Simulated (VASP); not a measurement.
# BAs (zincblende type) (F-43m) in VASP: further runs, part 2 of 2

VASP 6.6.1.

### Step 3. Density of states, LDA

Input file POSCAR:

```
BAs
1.0
    0.0000000000      2.3662817983      2.3662817983
    2.3662817983      0.0000000000      2.3662817983
    2.3662817983      2.3662817983      0.0000000000
B As
1 1
Direct
    0.0000000000      0.0000000000      0.0000000000
    0.2500000000      0.2500000000      0.2500000000
```

Input file INCAR.step1:

```
ALGO = Normal
EDIFF = 1E-6
ENCUT = 520
ISIF = 2
ISMEAR = -1
LASPH = True
LCHARG = True
LREAL = False
LWAVE = False
NBANDS = 11
NELM = 60
PREC = Accurate
SIGMA = 0.05
```

Input file KPOINTS.step1:

```
k-points
0
Gamma
  15 15 15
```

Input file INCAR.step2:

```
ALGO = Normal
EDIFF = 1E-6
ENCUT = 520
ICHARG = 11
ISIF = 2
ISMEAR = -5
LASPH = True
LCHARG = False
LORBIT = 11
LREAL = False
LWAVE = False
NEDOS = 1001
NELM = 60
PREC = Accurate
SIGMA = 0.05
```

Input file KPOINTS.step2:

```
k-points
0
Gamma
  23 23 23
```

Potentials or basis: VASP PAW LDA potentials, release 64 (B, As).

Started as:

```sh
$ cat potpaw_LDA.64/B/POTCAR potpaw_LDA.64/As/POTCAR > POTCAR
$ cp INCAR.step1 INCAR
$ cp KPOINTS.step1 KPOINTS
$ mpirun -np 1 vasp_std > vasp.out
$ cp INCAR.step2 INCAR
$ cp KPOINTS.step2 KPOINTS
$ mpirun -np 1 vasp_std > vasp.out
```

OUTCAR:

```text
EDIFF = 1E-6
   ENCUT = 520
   ICHARG = 11
   ISIF = 2
   ISMEAR = -5
   LASPH = True
   LORBIT = 11
   LREAL = False
   NELM = 60
   PREC = Accurate

 ion  position               nearest neighbor table
   1  0.000  0.000  0.000-   2 2.05   2 2.05   2 2.05   2 2.05
   2  0.250  0.250  0.250-   1 2.05   1 2.05   1 2.05   1 2.05

  LATTYP: Found a face centered cubic cell.
 ALAT       =     4.7325635966

  Lattice vectors:

 A1 = (   0.0000000000,   2.3662817983,   2.3662817983)
 A2 = (   2.3662817983,   0.0000000000,   2.3662817983)
 A3 = (   2.3662817983,   2.3662817983,   0.0000000000)

Analysis of symmetry for initial positions (statically):
=====================================================================
 Subroutine PRICEL returns:
 Original cell was already a primitive cell.

 Routine SETGRP: Setting up the symmetry group for a
 face centered cubic supercell.

 Subroutine GETGRP returns: Found 24 space group operations
 (whereof 24 operations were pure point group operations)
 out of a pool of 48 trial point group operations.

The static configuration has the point symmetry T_d .

Analysis of symmetry for dynamics (positions and initial velocities):
=====================================================================
 Subroutine PRICEL returns:
 Original cell was already a primitive cell.

 Routine SETGRP: Setting up the symmetry group for a
 face centered cubic supercell.

 Subroutine GETGRP returns: Found 24 space group operations
 (whereof 24 operations were pure point group operations)
 out of a pool of 48 trial point group operations.

The dynamic configuration has the point symmetry T_d .

 Subroutine INISYM returns: Found 24 space group operations
 (whereof 24 operations are pure point group operations),
 and found     1 'primitive' translations

----------------------------------------------------------------------------------------

                                     Primitive cell

  volume of cell :      26.4990

  direct lattice vectors                    reciprocal lattice vectors
     0.000000000  2.366281798  2.366281798    -0.211301968  0.211301968  0.211301968
     2.366281798  0.000000000  2.366281798     0.211301968 -0.211301968  0.211301968
     2.366281798  2.366281798  0.000000000     0.211301968  0.211301968 -0.211301968

  length of vectors
     3.346427812  3.346427812  3.346427812     0.365985744  0.365985744  0.365985744

  position of ions in fractional coordinates (direct lattice)
     0.000000000  0.000000000  0.000000000
     0.250000000  0.250000000  0.250000000

  ion indices of the primitive-cell ions
   primitive index   ion index
                 1           1
                 2           2

----------------------------------------------------------------------------------------

 KPOINTS: k-points

Automatic generation of k-mesh.
 Grid dimensions read from file:
 generate k-points for:   23   23   23

 Generating k-lattice:

  Cartesian coordinates                     Fractional coordinates (reciprocal lattice)
    -0.009187042  0.009187042  0.009187042     0.043478261  0.000000000  0.000000000
     0.009187042 -0.009187042  0.009187042     0.000000000  0.043478261  0.000000000
     0.009187042  0.009187042 -0.009187042     0.000000000  0.000000000  0.043478261

  Length of vectors
     0.015912424  0.015912424  0.015912424

  Shift w.r.t. Gamma in fractional coordinates (k-lattice)
     0.000000000  0.000000000  0.000000000

 TETIRR: Found   1662 inequivalent tetrahedra from    73002

 Subroutine IBZKPT returns following result:
 ===========================================

 Found    364 irreducible k-points:

 Following reciprocal coordinates:
            Coordinates               Weight
  0.000000  0.000000  0.000000      1.000000
  0.043478  0.000000  0.000000      8.000000
  0.086957  0.000000  0.000000      8.000000
  0.130435  0.000000  0.000000      8.000000
  0.173913  0.000000  0.000000      8.000000
  0.217391  0.000000  0.000000      8.000000
[... 16 lines left out ...]
  0.478261  0.043478  0.000000     24.000000
 -0.478261  0.043478  0.000000     24.000000
 [... further k-points ...]
   k-points           NKPTS =    364   k-points in BZ     NKDIM =    364   number of bands    NBANDS=      8
   number of dos      NEDOS =   1001   number of ions     NIONS =      2
   total plane-waves  NPLWV =  21952
   dimension x,y,z NGX =    28 NGY =   28 NGZ =   28
   dimension x,y,z NGXF=    56 NGYF=   56 NGZF=   56
   ions per type =               1   1
   NGX,Y,Z   is equivalent  to a cutoff of  13.91, 13.91, 13.91 a.u.
   NGXF,Y,Z  is equivalent  to a cutoff of  27.82, 27.82, 27.82 a.u.
 SYSTEM =  unknown system
   PREC   = accura    normal or accurate (medium, high low for compatibility)
   ISTART =      0    job   : 0-new  1-cont  2-samecut
   ICHARG =     11    charge: 1-file 2-atom 10-const
   ISPIN  =      1    spin polarized calculation?
   LNONCOLLINEAR =      F non collinear calculations
   LSORBIT =      F    spin-orbit coupling
   LASPH  =      T    aspherical Exc in radial PAW
   ENCUT  =  520.0 eV  38.22 Ry    6.18 a.u.   6.22  6.22  6.22*2*pi/ulx,y,z
   NELM   =     60;   NELMIN=  2; NELMDL=  0     # of ELM steps
   EDIFF  = 0.1E-05   stopping-criterion for ELM
   LREAL  =      F    real-space projection
   EDIFFG = 0.1E-04   stopping-criterion for IOM
   NSW    =      0    number of steps for IOM
   IBRION =     -1    ionic relax: 0-MD 1-quasi-New 2-CG
   NFREE  =      0    steps in history (QN), initial steepest desc. (CG)
   ISIF   =      2    stress and relaxation
   ISYM   =      2    0-nonsym 1-usesym 2-fastsym
   POTIM  = 0.5000    time-step for ionic-motion
   TEBEG  =    0.0;   TEEND  =   0.0 temperature during run
   PSTRESS=    0.0 pullay stress
   NELECT =       8.0000    total number of electrons
   NUPDOWN=      -1.0000    fix difference up-down
   EMIN   =  10.00;   EMAX   =-10.00  energy-range for DOS
   EFERMI =   0.00;   METHOD = LEGACY
   ISMEAR =    -5;   SIGMA  =   0.05  broadening in eV -4-tet -1-fermi 0-gaus
   EFERMI_NEDOS =   21; number of points for ismear=-14 and -15
   IALGO  =     38    algorithm
   IMIX   =      4    mixing-type and parameters
     AMIX     =   0.40;   BMIX     =  1.00
     AMIX_MAG =   1.60;   BMIX_MAG =  1.00
  volume/ion in A,a.u.               =      13.25        89.41
  Fermi-wavevector in a.u.,A,eV,Ry     =   1.098234  2.075362 16.410242  1.206119
  Thomas-Fermi vector in A             =   2.234608
   LORBIT       =     11    0 simple, 1 ext, 2 COOP (PROOUT), +10 PAW based schemes
   GGA     = CA    functional components
   LHFCALC =     F    Hartree Fock is set to
   AEXX    =    0.0000 exact exchange contribution
   IVDW    =     0    specifies the selected vdW correction
   LEPSILON=     F    determine dielectric tensor
   LRPA    =     F    only Hartree local field effects (RPA)
 non-spin polarized calculation
 Fermi weights with tetrahedron method with Bloechl corrections
  energy-cutoff  :      520.00
  volume of cell :       26.50
 maximum number of plane-waves:       725
 NGX is ok and might be reduce to    28

 number of electron       8.0000000 magnetization

 Free energy of the ion-electron system (eV)
  ---------------------------------------------------
  ext. energy  EPLUGINS =         0.00000000
  ---------------------------------------------------
  free energy    TOTEN  =       -12.92763332 eV

  energy without entropy =      -12.92763332  energy(sigma->0) =      -12.92763332

 E-fermi :   6.5002     XC(G=0): -10.9012

 val. band max:        6.4755500616   @ k =   0.0000   0.0000   0.0000
 cond. band min:       7.5769857261   @ k =   0.3913   0.3913   0.0000
 fundamental gap:      1.1014356645
 Fermi energy:         6.5001813342

 k-point     1 :       0.0000    0.0000    0.0000
  band No.  band energies     occupation
      1      -9.1567      2.00000
      2       6.4756      2.00000
      3       6.4756      2.00000
      4       6.4756      2.00000
      5       9.7642      0.00000
      6       9.7642      0.00000
      7       9.7642      0.00000
      8      11.5302      0.00000
[... 243 lines left out ...]
 k-point    24 :      -0.4783    0.0435    0.0000
  band No.  band energies     occupation
      1      -6.1758      2.00000
      2      -2.4568      2.00000
      3       4.3960      2.00000
      4       4.5647      2.00000
      5       9.4938      0.00000
      6      11.2194      0.00000
      7      11.3614      0.00000
      8      15.3301      0.00000

 [... further k-points ...]
[... 5 lines left out ...]
  --------------------------------------------------------------------------------------
  -------------------------------------------------------------------------------------
  Total        0.1539059      0.1539059      0.1539059      0.0000000      0.0000000     -0.0000000
  in kB        9.3054309      9.3054309      9.3054309      0.0000000      0.0000000     -0.0000000
  external PRESSURE =       9.3054309 kB  Pullay stress =       0.0000000 kB

 VOLUME and BASIS-vectors are now :
 -----------------------------------------------------------------------------
  energy-cutoff  :      520.00
  volume of cell :       26.50
      direct lattice vectors                 reciprocal lattice vectors
     0.000000000  2.366281798  2.366281798    -0.211301968  0.211301968  0.211301968
     2.366281798  0.000000000  2.366281798     0.211301968 -0.211301968  0.211301968
     2.366281798  2.366281798  0.000000000     0.211301968  0.211301968 -0.211301968

 POSITION                                       TOTAL-FORCE (eV/Angst)
 -----------------------------------------------------------------------------------
      0.00000      0.00000      0.00000         0.000000      0.000000      0.000000
      1.18314      1.18314      1.18314        -0.000000     -0.000000     -0.000000
 -----------------------------------------------------------------------------------
    total drift:                               -0.000000     -0.000000     -0.000000

  FREE ENERGIE OF THE ION-ELECTRON SYSTEM (eV)
  ---------------------------------------------------
  free  energy   TOTEN  =       -12.9276333228 eV

  energy  without entropy=      -12.9276333228  energy(sigma->0) =      -12.92763332

 total charge

# of ion       s       p       d       tot
------------------------------------------
    1        0.655   1.212   0.000   1.867
    2        1.178   1.697   0.092   2.967
--------------------------------------------------
tot          1.833   2.909   0.092   4.834
```

OUTCAR.step1:

```text
EDIFF = 1E-6
   ENCUT = 520
   ISIF = 2
   ISMEAR = -1
   LASPH = True
[... 557 lines left out ...]
      0.00000      0.00000      0.00000        -0.000000     -0.000000     -0.000000
      1.18314      1.18314      1.18314         0.000000      0.000000      0.000000
 -----------------------------------------------------------------------------------
    total drift:                               -0.000000     -0.000000     -0.000000

  FREE ENERGIE OF THE ION-ELECTRON SYSTEM (eV)
  ---------------------------------------------------
  free  energy   TOTEN  =       -12.9263930461 eV

  energy  without entropy=      -12.9263929672  energy(sigma->0) =      -12.92639301
```

Run time: 39 s. Hardware: 1 thread of Intel Xeon 6975P-C (Granite Rapids), shared host; peak memory 0.21 GiB.

Results:

| Item | Value |
| --- | --- |
| Valence electrons inside the program's atomic spheres | B 1.87; As 2.97 |
